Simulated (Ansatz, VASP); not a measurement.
**Ag2B3: VASP beside Ansatz**

The input INCAR:

```
SYSTEM = Ag2B3
PREC     = Accurate       ! precision mode
ENCUT    = 600            ! plane-wave cutoff, eV
EDIFF    = 1E-7           ! SCF threshold, eV
ISMEAR   = 0              ! smearing method
SIGMA    = 0.1            ! smearing width, eV
LREAL    = .FALSE.        ! projectors in reciprocal space
LASPH    = .TRUE.         ! aspherical terms in the spheres
NELM     = 100            ! most SCF steps
ALGO     = Normal         ! electronic algorithm
ISIF     = 3              ! what is computed and relaxed
LWAVE    = .FALSE.        ! write WAVECAR
LCHARG   = .FALSE.        ! write CHGCAR
GGA      = PE             ! functional
IBRION   = 2              ! ionic algorithm
NSW      = 100            ! ionic steps
EDIFFG   = -0.01          ! ionic threshold
```

KPOINTS

```
Automatic mesh
0
G
  12 12 6
  0 0 0
```

The input POSCAR:

```
Ag2B3
1.0
    2.9740731905      0.0000000000      0.0000000000
   -1.4870365953      2.5756229357      0.0000000000
    0.0000000000      0.0000000000      7.7046921173
Ag B
2 3
Direct
    0.3333333333      0.6666666667      0.2073090877
    0.6666666667      0.3333333333      0.7926909123
    0.0000000000      0.0000000000      0.0000000000
    0.3333333333      0.6666666667      0.5108015082
    0.6666666667      0.3333333333      0.4891984918
```

Input for Ansatz:

```yaml
crystal:
  lattice:
    - [2.9740731905, 0.0, 0.0]
    - [-1.4870365953, 2.5756229357, 0.0]
    - [0.0, 0.0, 7.7046921173]
  atoms:
    - { symbol: Ag, position: [0.3333333333, 0.6666666667, 0.2073090877] }
    - { symbol: Ag, position: [0.6666666667, 0.3333333333, 0.7926909123] }
    - { symbol: B, position: [0.0, 0.0, 0.0] }
    - { symbol: B, position: [0.3333333333, 0.6666666667, 0.5108015082] }
    - { symbol: B, position: [0.6666666667, 0.3333333333, 0.4891984918] }
basis:
  ecutwfc: 420
kpoints:
  mp_grid: { grid: [12, 12, 6] }
hamiltonian:
  xc: pbe
scf:
  occupations: { method: gaussian, width: 0.1 }
output:
  forces: true
  stress: true
  eigenvalues: true
relax:
  adjacent_minimum: "off"
  f_tol: 0.01
  max_steps: 80
  cell: { stress_tol: 0.05 }
```

Alike in both runs: task relaxation of cell and atoms; functional PBE; k mesh 12 × 12 × 6; occupations gaussian, width 0.1 eV; no spin polarisation.

|  | VASP | Ansatz |
| --- | --- | --- |
| version | VASP 6.6.1 | Ansatz 0.2.0 |
| potentials or method | VASP PAW PBE potentials, release 64 (Ag, B), cutoff 600 eV | scalar-relativistic, plane waves, PAW |
| valence electrons in the cell | 31 | 47 |

|  | VASP | Ansatz | Ansatz less VASP |
| --- | --- | --- | --- |
| gap on the k mesh at the Fermi level, each at its own relaxed structure (eV) | none | none | - |
| relaxed volume (Å³/atom) | 11.85 | 11.86 | +0.014 |
| relaxed cell length with the largest relative difference (Å) | 2.961 | 2.963 | +0.0021 |

A gap of «none» marks a metal or a gap that the smearing closes. VASP's potentials hold 31 valence electrons a cell and Ansatz's 47, so a difference there can come from the potentials and not from the codes.
